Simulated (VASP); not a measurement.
Crystal: TiSi2.

```
Ti Si
1.0
    -1.47287    1.71213    4.21208
     1.47287   -1.71213    4.21208
     1.47287    1.71213   -4.21208
Ti Si
1 2
Direct
  0.00000 0.00000 0.00000
  0.67008 0.67008 0.00000
  0.32992 0.32992 0.00000
```

```yaml
Program: VASP 6.6.1
Task: relaxation of cell and atoms
Functional: PBE
Potentials_or_basis: VASP PAW PBE potentials, release 64 (Ti_sv, Si)
Cutoff: 600 eV
k_mesh: 12 × 12 × 12
Occupations: fermi-dirac, width 0.05 eV
Spin: no spin polarisation
Hubbard_terms: Ti d U = 2.0 eV
```

At the start: pressure 2.5 GPa; volume 14.16 Å³/atom.

**Question.** Where does the relaxation end?

**Answer.** Over 6 steps the energy falls by 2.3 meV/atom and the volume is 14.42 Å³/atom (+1.8 %); space group Immm (No. 71, to 0.1 Å) before and after.

The path:
| step | energy change (eV) | largest force (eV/Å) | pressure (GPa) | volume (Å³) |
| --- | --- | --- | --- | --- |
| 1 | 0.0000 | 0.0726 | 2.48 | 42.49 |
| 2 | -0.0034 | 0.0073 | -1.78 | 43.85 |
| 3 | -0.0065 | 0.0328 | -0.10 | 43.28 |
| 4 | -0.0069 | 0.0177 | -0.04 | 43.27 |
| 5 | -0.0070 | 0.0086 | 0.02 | 43.26 |
| 6 | -0.0070 | 0.0063 | 0.00 | 43.26 |

Final structure:
```
Ti Si
1.0
    -1.48988    1.71902    4.22321
     1.48988   -1.71902    4.22321
     1.48988    1.71902   -4.22321
Ti Si
1 2
Direct
  0.00000 0.00000 0.00000
  0.67069 0.67069 0.00000
  0.32931 0.32931 0.00000
```

Caveat: U without spin polarisation on a metal has little footing; the U is typed as a test and isn't derived for this compound.
